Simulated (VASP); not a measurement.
Wanted: the native input for a VASP 6.6.1 run.

| Quantity | Value |
| --- | --- |
| Task | single point |
| Functional | PBE |
| Potentials or basis | VASP PAW PBE potentials, release 64 (Sc_sv, B, Sb) |
| Cutoff | 520 eV |
| k mesh | 4 × 4 × 6 |
| Occupations | gaussian, width 0.1 eV |
| Spin | no spin polarisation |
| Dipole correction | no |
| Further INCAR settings | ALGO = Fast; EDIFF = 1e-06; NBANDS = 25 |

The structure of ScB2Sb3 lies in POSCAR:

```
ScB2Sb3
1.0
    3.4197575511     -4.9190413411      0.0000000000
    3.4197575511      4.9190413411      0.0000000000
    0.0000000000      0.0000000000      3.4828594311
Sc B Sb
1 2 3
Direct
    0.5000000000      0.5000000000      0.0000000000
    0.2526329959      0.7473670041      0.0000000000
    0.7473670041      0.2526329959      0.0000000000
    0.0000000000      0.0000000000      0.0000000000
    0.5000000000      0.0000000000      0.5000000000
    0.0000000000      0.5000000000      0.5000000000
```

The cell was generated, and may not be a known phase.

These files were run (other wordings do the same):

INCAR

```
SYSTEM = ScB2Sb3
  ALGO = Fast
  EDIFF = 1E-6
  ENCUT = 520
  GGA = PE
  ISIF = 2
  ISMEAR = 0
  LASPH = .True.
  LCHARG = .False.
  LREAL = .False.
  LWAVE = .False.
  NBANDS = 25
  NELM = 60
  PREC = Accurate
  SIGMA = 0.1
```

KPOINTS

```
k-points
0
Gamma
  4 4 6
  0 0 0
```

Potentials or basis: VASP PAW PBE potentials, release 64 (Sc_sv, B, Sb).

Run with:

```sh
$ cat potpaw_PBE.64/Sc_sv/POTCAR potpaw_PBE.64/B/POTCAR potpaw_PBE.64/Sb/POTCAR > POTCAR
$ mpirun -np 1 vasp_std > vasp.out
```

Results of the run:

```json
{
 "Pressure": "0.1 GPa",
 "Band gap on the k mesh": "zero (bands 16 and 17 overlap by 2.12 eV)"
}
```

Caveat: spin-orbit coupling is left out, which moves the levels of the heavy elements.

Run time: 4.3 min on 1 thread of Oxide Virtual Turin-like Processor, with other jobs on the host, peak memory 0.25 GiB.
